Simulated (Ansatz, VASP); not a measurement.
Given: the input of a run of VASP 6.6.1 on TePb.

INCAR

```
SYSTEM = TePb
PREC     = Accurate       ! precision mode
ENCUT    = 520            ! plane-wave cutoff, eV
EDIFF    = 1E-6           ! SCF threshold, eV
ISMEAR   = 1              ! smearing method
SIGMA    = 0.1            ! smearing width, eV
LREAL    = .FALSE.        ! projectors in reciprocal space
LASPH    = .TRUE.         ! aspherical terms in the spheres
NELM     = 150            ! most SCF steps
ALGO     = Normal         ! electronic algorithm
ISIF     = 2              ! what is computed and relaxed
LWAVE    = .FALSE.        ! write WAVECAR
LCHARG   = .FALSE.        ! write CHGCAR
ISPIN    = 2              ! spin polarisation
MAGMOM   = 0.01 0         ! initial moments
LORBIT   = 11             ! projections on sites
GGA      = CA             ! functional
NBANDS   = 21             ! bands
```

File KPOINTS:

```
Automatic mesh
0
G
  7 7 7
  0 0 0
```

Contents of POSCAR:

```
TePb
1.0
    0.0000000000      3.2943690292      3.2943690292
    3.2943690292      0.0000000000      3.2943690292
    3.2943690292      3.2943690292      0.0000000000
Pb Te
1 1
Direct
    0.0000000000      0.0000000000      0.0000000000
    0.5000000000      0.5000000000      0.5000000000
```

Potentials or basis: VASP PAW LDA potentials, release 64 (Pb_d, Te).

Command:

```sh
$ cat potpaw_LDA.64/Pb_d/POTCAR potpaw_LDA.64/Te/POTCAR > POTCAR
$ mpirun -np 1 vasp_std > vasp.out
```

Task: Translate it to Ansatz 0.2.0. Potentials there: all-electron LAPW, scalar-relativistic.

Result: As run (the cutoff follows the program's own potentials):

input.yaml

```yaml
crystal:
  lattice:
    - [0.0, 3.2943690292, 3.2943690292]
    - [3.2943690292, 0.0, 3.2943690292]
    - [3.2943690292, 3.2943690292, 0.0]
  atoms:
    - { symbol: Pb, position: [0.0, 0.0, 0.0], spin: 0.01 }
    - { symbol: Te, position: [0.5, 0.5, 0.5] }
kpoints:
  mp_grid: { grid: [7, 7, 7] }
scf:
  occupations: { method: methfessel_paxton, width: 0.1 }
hamiltonian:
  xc: lda
  pseudopotentials: { kind: all_electron, lapw: { basis_error: 0.001 } }
magnetization:
  spin_polarized: true
output:
  forces: true
  stress: true
  eigenvalues: true
```

Potentials or basis: all-electron LAPW, scalar-relativistic.

The run is started by

```bash
$ ansatz run input.yaml --threads 1 --pin off --max-ram 2560MiB --backend cpu --events-out ev --progress --plain --runs-dir out
```

Both were run:

|  | VASP | Ansatz | Ansatz less VASP |
| --- | --- | --- | --- |
| pressure (GPa) | -3.8 | -3.8 | -0.02 |
| net moment per atom (μB) | 0.00 | 0.00 | 0.000 |

LDA's correlation is that of Perdew and Zunger in VASP and of Perdew and Wang (1992) in Ansatz. Ansatz ran all-electron here, and VASP with PAW potentials.

Neither program's run includes spin-orbit coupling.
